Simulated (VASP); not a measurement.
Runs of VASP 6.6.1 on CuSn3. The structure is that of space group Fm-3m (No. 225), or close to it. The cells are those of the table. The cell was built from a structure type or drawn by symmetry, and may not be a known phase.

```csv
task,cell,k mesh,cutoff (eV),gap on the mesh (eV),pressure (GPa),relaxed volume (Å³/atom)
single point,"a = 5.131 Å, angles 60.0°, 4 atoms",4 × 4 × 4,520,none,-0.2,-
relaxation of cell and atoms,"relaxed from a = 5.131 Å, angles 60.0°, 4 atoms",12 × 12 × 12,600,none,0.0,24.00
relaxation of cell and atoms,"relaxed from a = 5.077 Å, angles 60.0°, 4 atoms",4 × 4 × 4,600,none,0.0,(a)
single point,"a = 5.138 Å, angles 60.0°, 4 atoms",12 × 12 × 12,520,none,0.0,-
single point,"a = 5.077 Å, angles 60.0°, 4 atoms",4 × 4 × 4,520,none,1.9,-
```

Alike in all rows: level PBE; potentials or basis VASP PAW PBE potentials, release 64 (Cu, Sn_d); no spin polarisation; smearing gaussian 0.1 eV.

Question: Fill in the values left out.

Answer: (a) 23.87.

Caveats: some runs use coarse meshes; spin-orbit coupling is left out, which moves the levels of the heavy elements.

A k mesh can miss the band edges, and the runs leave out spin-orbit coupling on Sn.

A gap of «none» marks levels without a gap at the run's occupations.
